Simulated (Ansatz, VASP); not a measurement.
## GaN in VASP and in Ansatz

File POSCAR:

```
GaN
1.0
    0.0000000000      2.2489367673      2.2489367673
    2.2489367673      0.0000000000      2.2489367673
    2.2489367673      2.2489367673      0.0000000000
Ga N
1 1
Direct
    0.0000000000      0.0000000000      0.0000000000
    0.7163053119      0.7612315627      0.7612315627
```

Contents of INCAR.step1:

```
SYSTEM = GaN
  PREC = Accurate
  ENCUT = 1460
  ISMEAR = 0
  SIGMA = 0.05
  LREAL = .FALSE.
  LASPH = .TRUE.
  NELM = 120
  NBANDS = 16
  GGA = PE
  ALGO = Normal
  EDIFF = 1E-5
  LWAVE = .TRUE.
  LCHARG = .FALSE.
  GGA_COMPAT = .FALSE.
```

Contents of INCAR.step2:

```
SYSTEM = GaN
  PREC = Accurate
  ENCUT = 1460
  EDIFF = 1E-6
  ISMEAR = 0
  SIGMA = 0.05
  LREAL = .FALSE.
  LASPH = .TRUE.
  NELM = 120
  ALGO = Normal
  ISIF = 2
  LWAVE = .FALSE.
  LCHARG = .FALSE.
  METAGGA = R2SCAN
  LMIXTAU = .TRUE.
  NBANDS = 16
  ISTART = 1
  GGA_COMPAT = .FALSE.
```

KPOINTS

```
regular mesh
0
G
  10 10 10
  0 0 0
```

Input for Ansatz:

```yaml
crystal:
  lattice:
    - [0.0, 2.2489367673, 2.2489367673]
    - [2.2489367673, 0.0, 2.2489367673]
    - [2.2489367673, 2.2489367673, 0.0]
  atoms:
    - { symbol: Ga, position: [0.0, 0.0, 0.0] }
    - { symbol: "N", position: [0.7163053119, 0.7612315627, 0.7612315627] }
basis:
  ecutwfc: 500
kpoints:
  mp_grid: { grid: [10, 10, 10] }
hamiltonian:
  xc: r2scan
scf:
  occupations: { method: gaussian, width: 0.05 }
output:
  forces: true
  stress: true
  eigenvalues: true
  write_density: true
  write_potential: true
  elf: true
  volumetric_format: npy
```

Change from the starting cell: all N atoms moved +0.087 Å, as atom 2 towards its neighbour atom 1 (Ga) at 1.948 Å.

Alike in both runs: task single point; functional r2SCAN; k mesh 10 × 10 × 10; occupations gaussian, width 0.05 eV; no spin polarisation.

|  | VASP | Ansatz |
| --- | --- | --- |
| version | VASP 6.6.1 | Ansatz 0.2.0 |
| potentials or method | VASP PAW PBE potentials, release 64 (Ga_d, N_h), cutoff 1460 eV | scalar-relativistic, plane waves, PAW |
| valence electrons in the cell | 18 | 18 |

Ansatz gave:

* gap on the k mesh at the Fermi level (eV): 2.07
* least direct gap on the mesh (eV): 2.07
* pressure (GPa): 0.9
* traceless stress, the component that is largest in VASP (GPa): -3.79
* rms of the force components (eV/Å): 0.804

**Question.** What did VASP give for the same quantities?

**Answer.** gap on the k mesh at the Fermi level (eV): 2.07; least direct gap on the mesh (eV): 2.07; pressure (GPa): 2.0; traceless stress, the component that is largest in VASP (GPa): -3.90; rms of the force components (eV/Å): 0.814.

VASP's potentials were made for PBE, not for r2SCAN. Atom by atom the forces differ by 0.010 eV/Å (rms over components).
